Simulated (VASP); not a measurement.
A run of VASP 6.6.1 is set up as follows.

INCAR

```
PREC = Accurate ; ENCUT = 520
EDIFF = 1E-7 ; ISMEAR = 0
SIGMA = 0.1 ; LREAL = F
LASPH = T ; NELM = 80
ALGO = Normal ; ISIF = 2
LWAVE = F ; LCHARG = T
GGA = PE ; LELF = T
LVHAR = T ; NBANDS = 22
```

Contents of KPOINTS:

```
regular mesh
0
Gamma
  6 6 4
```

File POSCAR:

```
Bi
1.0
    3.5077651426      0.0000000000      0.0000000000
   -1.7538825713      3.0378137240      0.0000000000
    0.0000000000      0.0000000000      5.8884880406
Bi
2
Direct
    0.3333333333      0.6666666667      0.2500000000
    0.6666666667      0.3333333333      0.7500000000
```

Potentials or basis: VASP PAW PBE potentials, release 64 (Bi_d).

Launch:

```bash
$ cat potpaw_PBE.64/Bi_d/POTCAR > POTCAR
$ mpirun -np 1 vasp_std > vasp.out
```

Task: What does it give for the band gap on the k mesh?

Result: Zero (band 15 reaches 12.16 eV, above the bottom of band 16 at 5.09 eV).

Task: What does it give for the pressure?

Result: -0.1 GPa.

Stress tensor (GPa, compression positive):
```
-0.12  0.00  0.00
 0.00 -0.12  0.00
 0.00  0.00 -0.21
```

Caveat: spin-orbit coupling is left out, which moves the levels of the heavy elements.
